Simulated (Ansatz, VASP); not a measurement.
## Two plane-wave programs on Pd4Pt

File POSCAR:

```
Pd4Pt
1.0
    4.3131910582      0.0000000000      0.0000000000
   -2.1565955291      3.7353330278      0.0000000000
    0.0000000000      0.0000000000      5.3820415873
Pd Pt
4 1
Direct
    0.3333333333      0.6666666667      0.1526758310
    0.6666666667      0.3333333333      0.8473241690
    0.3333333333      0.6666666667      0.6425075629
    0.6666666667      0.3333333333      0.3574924371
    0.0000000000      0.0000000000      0.0000000000
```

File INCAR.step1:

```
SYSTEM = Pd4Pt
  ALGO = Normal
  EDIFF = 1E-4
  ENCUT = 520
  GGA = PE
  ISMEAR = 0
  LASPH = .TRUE.
  LCHARG = .FALSE.
  LREAL = .FALSE.
  LWAVE = .TRUE.
  NBANDS = 33
  NELM = 100
  PREC = Accurate
  SIGMA = 0.1
```

Contents of INCAR.step2:

```
SYSTEM = Pd4Pt
  ALGO = Normal
  EDIFF = 1E-7
  ENCUT = 520
  ISIF = 2
  ISMEAR = 0
  ISTART = 1
  LASPH = .TRUE.
  LCHARG = .FALSE.
  LMIXTAU = .TRUE.
  LREAL = .FALSE.
  LWAVE = .FALSE.
  METAGGA = R2SCAN
  NBANDS = 33
  NELM = 100
  PREC = Accurate
  SIGMA = 0.1
```

File KPOINTS:

```
k-points
0
G
  12 12 6
  0 0 0
```

Input for Ansatz:

```yaml
crystal:
  lattice:
    - [4.3131910582, 0.0, 0.0]
    - [-2.1565955291, 3.7353330278, 0.0]
    - [0.0, 0.0, 5.3820415873]
  atoms:
    - { symbol: Pd, position: [0.3333333333, 0.6666666667, 0.152675831] }
    - { symbol: Pd, position: [0.6666666667, 0.3333333333, 0.847324169] }
    - { symbol: Pd, position: [0.3333333333, 0.6666666667, 0.6425075629] }
    - { symbol: Pd, position: [0.6666666667, 0.3333333333, 0.3574924371] }
    - { symbol: Pt, position: [0.0, 0.0, 0.0] }
basis:
  ecutwfc: 500
kpoints:
  mp_grid: { grid: [12, 12, 6] }
hamiltonian:
  xc: r2scan
scf:
  occupations: { method: gaussian, width: 0.1 }
output:
  forces: true
  stress: true
  eigenvalues: true
```

Alike in both runs: task single point; functional r2SCAN; k mesh 12 × 12 × 6; occupations gaussian, width 0.1 eV; no spin polarisation.

|  | VASP | Ansatz |
| --- | --- | --- |
| version | VASP 6.6.1 | Ansatz 0.2.0 |
| potentials or method | VASP PAW PBE potentials, release 64 (Pd, Pt), cutoff 520 eV | scalar-relativistic, plane waves, PAW |
| valence electrons in the cell | 50 | 90 |

|  | VASP | Ansatz | Ansatz less VASP |
| --- | --- | --- | --- |
| gap on the k mesh at the Fermi level (eV) | none | none | - |
| pressure (GPa) | -3.8 | -4.2 | -0.40 |
| traceless stress, the component that is largest in VASP (GPa) | 0.44 | 0.49 | +0.045 |
| rms of the force components (eV/Å) | 0.018 | 0.020 | +0.0018 |

VASP's potentials were made for PBE, not for r2SCAN. Atom by atom the forces differ by 0.006 eV/Å (rms over components). A gap of «none» marks a metal or a gap that the smearing closes. VASP's potentials hold 50 valence electrons a cell and Ansatz's 90, so a difference there can come from the potentials and not from the codes.

Spin-orbit coupling is off throughout.
